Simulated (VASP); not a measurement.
Input of a VASP 6.6.1 run:

File INCAR:

```
PREC = Accurate
ENCUT = 520
EDIFF = 1E-7
ISMEAR = -1
SIGMA = 0.2482
LREAL = Auto
LASPH = True
NELM = 60
ALGO = Normal
ISIF = 2
LWAVE = False
LCHARG = True
GGA = PE
LELF = True
LVHAR = True
NBANDS = 72
```

File KPOINTS:

```
regular mesh
0
Gamma
  3 3 3
```

Contents of POSCAR:

```
B6P7
1.0
    7.0133910000      0.4643600000      0.0424130000
    0.4643600000      7.2659330000      0.0942560000
    0.0424130000      0.0942560000      7.1824730000
P B
14 12
Direct
    0.8850156943      0.1076792935      0.3269669824
    0.7704351728      0.5173698863      0.1565886347
    0.7281487764      0.2261356814      0.6396313383
    0.1186566579      0.1049785102      0.8957802685
    0.7581339555      0.5046807962      0.8467694859
    0.3698855512      0.8362661443      0.6999380138
    0.2753689170      0.8917303799      0.3044369045
    0.0881074917      0.6238184127      0.3659899136
    0.8630915524      0.9963035266      0.7572865265
    0.3883118293      0.3567915442      0.0074762132
    0.1796547295      0.2337613684      0.5664507614
    0.2513254624      0.6016370172      0.9048040458
    0.4848453688      0.5601358723      0.3325534114
    0.7204265296      0.8474337402      0.5110778521
    0.5635771259      0.9339667778      0.8189192261
    0.5294315868      0.7906848548      0.2303436004
    0.4945212890      0.5406314869      0.7923093513
    0.6294239192      0.2556593103      0.9019814112
    0.5408476170      0.8983459580      0.0461031362
    0.4004124599      0.1163415416      0.3704527387
    0.0132736423      0.4346891809      0.1593386722
    0.6972893883      0.9438711207      0.2030069784
    0.5806925422      0.1554797916      0.2352173298
    0.4452338870      0.1053540197      0.9592433473
    0.1577035041      0.4878289555      0.5707015643
    0.3884708920      0.5391214547      0.5913829180
```

Potentials or basis: VASP PAW PBE potentials, release 64 (P, B).

Launch:

```console
$ cat potpaw_PBE.64/P/POTCAR potpaw_PBE.64/B/POTCAR > POTCAR
$ mpirun -np 1 vasp_std > vasp.out
```

Task: Estimate the largest force.

Result: 3.466 eV/Å.

Task: Predict the band gap on the k mesh.

Result: Zero (bands 53 and 54 overlap by 0.10 eV).

Task: What does it give for the pressure?

Result: 4.1 GPa.

Forces on the atoms (eV/Å):
```
P   -1.466 -0.730 -1.161
P   -1.873  0.026 -0.709
P   -0.877  2.697 -1.420
P    1.117  0.324 -0.623
P    0.244 -0.638  0.308
P   -0.768 -0.487 -1.119
P   -0.299  1.853  0.139
P   -1.152 -0.149 -2.101
P    0.181 -3.109  1.395
P    0.049 -1.427  2.363
P    0.292 -1.306 -0.079
P   -2.740  1.993 -0.731
P    0.149 -0.973 -0.549
P    0.874  0.478 -1.285
B    1.030  0.362  0.882
B   -0.396 -2.084  2.266
B    0.756 -0.273 -0.357
B   -0.026  0.900 -0.826
B    0.530  0.591 -1.684
B   -2.051  0.148  1.630
B    3.108  0.003  1.396
B    1.961 -0.040  2.071
B   -0.145  0.775 -0.855
B   -0.218  0.366 -0.718
B    1.424  0.177  1.651
B    0.295  0.523  0.116
```

Caveat: the atoms stand as in a frame of molecular dynamics.
